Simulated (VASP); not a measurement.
# Ta (I4/mmm) in VASP: single point with r2SCAN

Aim: the single point of Ta with r2SCAN.

Everything below comes from runs of VASP 6.6.1. Logs are shortened: lines on timing, memory, paths and dates and some standing lists are left out, and cuts for length are marked.

## 1. The cell of the first run

It takes space group I4/mmm (No. 139, tetragonal). The conventional cell has a = 3.813 Å, b = 3.813 Å, c = 2.478 Å, α = 90.00°, β = 90.00°, γ = 90.00°. Within 3.3 Å of Ta (site symmetry 4/mmm) lie 10 Ta at 2.48 to 2.97 Å.

## 2. Single point, r2SCAN

File POSCAR:

```
Ta
1.0
   -1.9062635129      1.9062635129      1.2390712834
    1.9062635129     -1.9062635129      1.2390712834
    1.9062635129      1.9062635129     -1.2390712834
Ta
1
Direct
    0.0000000000      0.0000000000      0.0000000000
```

File INCAR.step1:

```
PREC = Accurate
ENCUT = 520
ISMEAR = 0
SIGMA = 0.15
LREAL = False
LASPH = True
NELM = 60
NBANDS = 12
GGA = PE
ALGO = Normal
EDIFF = 1E-4
LWAVE = True
LCHARG = False
```

File INCAR.step2:

```
PREC = Accurate
ENCUT = 520
EDIFF = 1E-6
ISMEAR = 0
SIGMA = 0.15
LREAL = False
LASPH = True
NELM = 60
ALGO = Normal
ISIF = 2
LWAVE = False
LCHARG = False
METAGGA = R2SCAN
LMIXTAU = True
NBANDS = 12
ISTART = 1
```

File KPOINTS:

```
regular mesh
0
Gamma
  22 22 22
```

Potentials or basis: VASP PAW PBE potentials, release 64 (Ta_pv).

On the command line:

```sh
$ cat potpaw_PBE.64/Ta_pv/POTCAR > POTCAR
$ cp INCAR.step1 INCAR
$ mpirun -np 1 vasp_std > vasp.out
$ cp INCAR.step2 INCAR
$ mpirun -np 1 vasp_std > vasp.out
```

OUTCAR:

```text
PREC = Accurate
   ENCUT = 520
   EDIFF = 1E-6
   ISMEAR = 0
   LREAL = False
   LASPH = True
   NELM = 60
   ISIF = 2
   METAGGA = R2SCAN
   ISTART = 1

 ion  position               nearest neighbor table
   1  0.000  0.000  0.000-

  LATTYP: Found a body centered tetragonal cell.
 ALAT       =     3.8125270258
 C/A-ratio  =     0.6500000000

  Lattice vectors:

 A1 = (  -1.9062635129,   1.9062635129,   1.2390712834)
 A2 = (   1.9062635129,  -1.9062635129,   1.2390712834)
 A3 = (   1.9062635129,   1.9062635129,  -1.2390712834)

Analysis of symmetry for initial positions (statically):
=====================================================================
 Subroutine PRICEL returns:
 Original cell was already a primitive cell.

 Routine SETGRP: Setting up the symmetry group for a
 body centered tetragonal supercell.

 Subroutine GETGRP returns: Found 16 space group operations
 (whereof 16 operations were pure point group operations)
 out of a pool of 16 trial point group operations.

The static configuration has the point symmetry D_4h.

Analysis of symmetry for dynamics (positions and initial velocities):
=====================================================================
 Subroutine PRICEL returns:
 Original cell was already a primitive cell.

 Routine SETGRP: Setting up the symmetry group for a
 body centered tetragonal supercell.

 Subroutine GETGRP returns: Found 16 space group operations
 (whereof 16 operations were pure point group operations)
 out of a pool of 16 trial point group operations.

The dynamic configuration has the point symmetry D_4h.

 Subroutine INISYM returns: Found 16 space group operations
 (whereof 16 operations are pure point group operations),
 and found     1 'primitive' translations

----------------------------------------------------------------------------------------

                                     Primitive cell

  volume of cell :      18.0104

  direct lattice vectors                    reciprocal lattice vectors
    -1.906263513  1.906263513  1.239071283     0.000000000  0.262293223  0.403528035
     1.906263513 -1.906263513  1.239071283     0.262293223  0.000000000  0.403528035
     1.906263513  1.906263513 -1.239071283     0.262293223  0.262293223  0.000000000

  length of vectors
     2.966981430  2.966981430  2.966981430     0.481282256  0.481282256  0.370938633

  position of ions in fractional coordinates (direct lattice)
     0.000000000  0.000000000  0.000000000

  ion indices of the primitive-cell ions
   primitive index   ion index
                 1           1

----------------------------------------------------------------------------------------

 KPOINTS: regular mesh

Automatic generation of k-mesh.
 Grid dimensions read from file:
 generate k-points for:   22   22   22

 Generating k-lattice:

  Cartesian coordinates                     Fractional coordinates (reciprocal lattice)
     0.000000000  0.011922419  0.018342183     0.045454545  0.000000000  0.000000000
     0.011922419  0.000000000  0.018342183     0.000000000  0.045454545  0.000000000
     0.011922419  0.011922419  0.000000000     0.000000000  0.000000000  0.045454545

  Length of vectors
     0.021876466  0.021876466  0.016860847

  Shift w.r.t. Gamma in fractional coordinates (k-lattice)
     0.000000000  0.000000000  0.000000000

 Subroutine IBZKPT returns following result:
 ===========================================

 Found    834 irreducible k-points:

 Following reciprocal coordinates:
            Coordinates               Weight
  0.000000  0.000000  0.000000      1.000000
  0.045455  0.000000  0.000000      8.000000
  0.090909  0.000000  0.000000      8.000000
  0.136364  0.000000  0.000000      8.000000
  0.181818 -0.000000  0.000000      8.000000
  0.227273  0.000000  0.000000      8.000000
[... 16 lines left out ...]
  0.500000  0.045455 -0.000000     16.000000
 -0.454545  0.045455  0.000000     16.000000
 [... further k-points ...]
   k-points           NKPTS =    834   k-points in BZ     NKDIM =    834   number of bands    NBANDS=     12
   number of dos      NEDOS =    301   number of ions     NIONS =      1
   total plane-waves  NPLWV =  13824
   dimension x,y,z NGX =    24 NGY =   24 NGZ =   24
   dimension x,y,z NGXF=    48 NGYF=   48 NGZF=   48
   ions per type =               1
   NGX,Y,Z   is equivalent  to a cutoff of  13.45, 13.45, 13.45 a.u.
   NGXF,Y,Z  is equivalent  to a cutoff of  26.90, 26.90, 26.90 a.u.
 SYSTEM =  unknown system
   PREC   = accura    normal or accurate (medium, high low for compatibility)
   ISTART =      1    job   : 0-new  1-cont  2-samecut
   ICHARG =      0    charge: 1-file 2-atom 10-const
   ISPIN  =      1    spin polarized calculation?
   LNONCOLLINEAR =      F non collinear calculations
   LSORBIT =      F    spin-orbit coupling
   LASPH  =      T    aspherical Exc in radial PAW
   ENCUT  =  520.0 eV  38.22 Ry    6.18 a.u.   5.52  5.52  5.52*2*pi/ulx,y,z
   NELM   =     60;   NELMIN=  2; NELMDL=  0     # of ELM steps
   EDIFF  = 0.1E-05   stopping-criterion for ELM
   LREAL  =      F    real-space projection
   EDIFFG = 0.1E-04   stopping-criterion for IOM
   NSW    =      0    number of steps for IOM
   IBRION =     -1    ionic relax: 0-MD 1-quasi-New 2-CG
   NFREE  =      0    steps in history (QN), initial steepest desc. (CG)
   ISIF   =      2    stress and relaxation
   ISYM   =      2    0-nonsym 1-usesym 2-fastsym
   POTIM  = 0.5000    time-step for ionic-motion
   TEBEG  =    0.0;   TEEND  =   0.0 temperature during run
   PSTRESS=    0.0 pullay stress
   NELECT =      11.0000    total number of electrons
   NUPDOWN=      -1.0000    fix difference up-down
   EMIN   =  10.00;   EMAX   =-10.00  energy-range for DOS
   EFERMI =   0.00;   METHOD = LEGACY
   ISMEAR =     0;   SIGMA  =   0.15  broadening in eV -4-tet -1-fermi 0-gaus
   EFERMI_NEDOS =   21; number of points for ismear=-14 and -15
   IALGO  =     38    algorithm
   IMIX   =      4    mixing-type and parameters
     AMIX     =   0.40;   BMIX     =  1.00
     AMIX_MAG =   1.60;   BMIX_MAG =  1.00
  volume/ion in A,a.u.               =      18.01       121.54
  Fermi-wavevector in a.u.,A,eV,Ry     =   1.388988  2.624806 26.249534  1.929286
  Thomas-Fermi vector in A             =   2.513061
   LORBIT       =      0    0 simple, 1 ext, 2 COOP (PROOUT), +10 PAW based schemes
   METAGGA = R2SCAN    functional components
   LHFCALC =     F    Hartree Fock is set to
   AEXX    =    0.0000 exact exchange contribution
   IVDW    =     0    specifies the selected vdW correction
   LEPSILON=     F    determine dielectric tensor
   LRPA    =     F    only Hartree local field effects (RPA)
 non-spin polarized calculation
 Gauss-broadening in eV      SIGMA  =   0.15
  energy-cutoff  :      520.00
  volume of cell :       18.01
 maximum number of plane-waves:       506
 NGX is ok and might be reduce to    24
   NGX = 11   NGY = 11   NGZ = 11

 number of electron      11.0000000 magnetization

 Free energy of the ion-electron system (eV)
  ---------------------------------------------------
  ext. energy  EPLUGINS =         0.00000000
  ---------------------------------------------------
  free energy    TOTEN  =       -47.97949003 eV

  energy without entropy =      -47.97103123  energy(sigma->0) =      -47.97526063

 E-fermi :   5.7669     XC(G=0): -13.6466

 val. band max:        5.7655785919   @ k =   0.4545   0.3182   0.0000
 cond. band min:       5.7670894746   @ k =  -0.2727  -0.2727   0.1818
 fundamental gap:      0.0015108827
 Fermi energy:         5.7669195458

 k-point     1 :       0.0000    0.0000    0.0000
  band No.  band energies     occupation
      1     -29.0098      2.00000
      2     -29.0098      2.00000
      3     -27.8864      2.00000
      4      -2.8425      2.00000
      5       3.1173      2.00000
      6       4.2905      2.00000
      7      10.5671      0.00000
      8      10.5671      0.00000
      9      11.4880      0.00000
     10      18.0164      0.00000
     11      19.5683      0.00000
     12      19.5683      0.00000

 k-point     2 :       0.0455    0.0000    0.0000
  band No.  band energies     occupation
      1     -29.0128      2.00000
      2     -29.0114      2.00000
      3     -27.9540      2.00000
      4      -2.7142      2.00000
      5       3.1785      2.00000
      6       4.4277      2.00000
      7      10.3093      0.00000
      8      10.3197      0.00000
      9      11.4180      0.00000
     10      18.0164      0.00000
     11      19.8887      0.00000
     12      19.9059      0.00000

 k-point     3 :       0.0909    0.0000    0.0000
  band No.  band energies     occupation
      1     -29.0223      2.00000
      2     -29.0162      2.00000
      3     -28.1473      2.00000
      4      -2.3419      2.00000
      5       3.3516      2.00000
      6       4.8306      2.00000
      7       9.6450      0.00000
      8       9.7006      0.00000
      9      11.2467      0.00000
     10      18.0163      0.00000
     11      20.6379      0.00000
     12      20.7933      0.00000
[... 286 lines left out ...]
 k-point    23 :       0.5000    0.0455   -0.0000
  band No.  band energies     occupation
      1     -30.7610      2.00000
      2     -29.0947      2.00000
      3     -29.0535      2.00000
      4       1.1016      2.00000
      5       2.5146      2.00000
      6       8.6814      0.00000
      7       9.2243      0.00000
      8      11.6481      0.00000
      9      12.8569      0.00000
     10      18.0158      0.00000
     11      18.3555      0.00000
     12      19.5165      0.00000

 k-point    24 :      -0.4545    0.0455    0.0000
  band No.  band energies     occupation
      1     -30.6171      2.00000
      2     -29.1053      2.00000
      3     -29.0502      2.00000
      4       1.1519      2.00000
      5       2.6941      2.00000
      6       8.1468      0.00000
      7       9.1873      0.00000
      8      11.1198      0.00000
      9      12.7440      0.00000
     10      17.8183      0.00000
     11      18.0163      0.00000
     12      20.2487      0.00000

 [... further k-points ...]

------------------------ aborting loop because EDIFF is reached ----------------------------------------

  FORCE on cell =-STRESS in cart. coord.  units (eV):
  Direction    XX          YY          ZZ          XY          YZ          ZX
  --------------------------------------------------------------------------------------
  -------------------------------------------------------------------------------------
  Total        0.1521740      0.1521740      4.5280131      0.0000000     -0.0000000      0.0000000
  in kB       13.5372043     13.5372043    402.8061589      0.0000000     -0.0000000      0.0000000
  external PRESSURE =     143.2935225 kB  Pullay stress =       0.0000000 kB

 VOLUME and BASIS-vectors are now :
 -----------------------------------------------------------------------------
  energy-cutoff  :      520.00
  volume of cell :       18.01
      direct lattice vectors                 reciprocal lattice vectors
    -1.906263513  1.906263513  1.239071283     0.000000000  0.262293223  0.403528035
     1.906263513 -1.906263513  1.239071283     0.262293223  0.000000000  0.403528035
     1.906263513  1.906263513 -1.239071283     0.262293223  0.262293223  0.000000000

 POSITION                                       TOTAL-FORCE (eV/Angst)
 -----------------------------------------------------------------------------------
      0.00000      0.00000      0.00000        -0.000000      0.000000     -0.000000
 -----------------------------------------------------------------------------------
    total drift:                               -0.000000      0.000000      0.000000

  FREE ENERGIE OF THE ION-ELECTRON SYSTEM (eV)
  ---------------------------------------------------
  free  energy   TOTEN  =       -47.9794900346 eV

  energy  without entropy=      -47.9710312268  energy(sigma->0) =      -47.97526063
```

Run time: 26 min. Hardware: 1 thread of AMD EPYC 7R13, shared host; peak memory 0.26 GiB.

What came out:

```yaml
Free_energy: -47.9795 eV
Pressure: 14.3 GPa
Band_gap_on_the_k_mesh: zero (an odd number of electrons rules out a gap without spin polarisation)
```

Caveat: the stress differs along the axes, from 1 to 40 GPa; the PAW data sets were made with another functional, which shifts forces and pressure a little; spin-orbit coupling is left out, which moves the levels of the heavy elements.
